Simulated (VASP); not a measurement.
Runs of VASP 6.6.1 on N. The structure is that of space group P6_3/mmc (No. 194), or close to it. The cells are those of the table. 

```tsv
cell	gap on the mesh (eV)	pressure (GPa)
a = 2.519, b = 2.519, c = 2.446 Å, angles 90.0, 90.0, 120.0°, 2 atoms	none	-1.4
a = 2.581, b = 2.581, c = 2.506 Å, angles 90.0, 90.0, 120.0°, 2 atoms	none	-14.8
a = 2.455, b = 2.455, c = 2.383 Å, angles 90.0, 90.0, 120.0°, 2 atoms	none	18.9
a = 2.498, b = 2.498, c = 2.425 Å, angles 90.0, 90.0, 120.0°, 2 atoms	none	4.5
a = 2.561, b = 2.561, c = 2.486 Å, angles 90.0, 90.0, 120.0°, 2 atoms	none	-10.9
a = 2.540, b = 2.540, c = 2.466 Å, angles 90.0, 90.0, 120.0°, 2 atoms	none	(a)
a = 2.601, b = 2.601, c = 2.525 Å, angles 90.0, 90.0, 120.0°, 2 atoms	none	-18.3
a = 2.433, b = 2.433, c = 2.362 Å, angles 90.0, 90.0, 120.0°, 2 atoms	none	(b)
```

Alike in all rows: task single point; level PBEsol; potentials or basis VASP PAW PBE potentials, release 64 (N); no spin polarisation; k mesh 8 × 8 × 7; cutoff (eV) 520; smearing fermi-dirac 0.1 eV.

Question: Estimate the missing entries.

Answer: (a) -6.5; (b) 27.5.

Caveats: some runs use coarse meshes; the PAW data sets were made with another functional, which shifts forces and pressure a little.

A gap of «none» marks levels without a gap at the run's occupations.
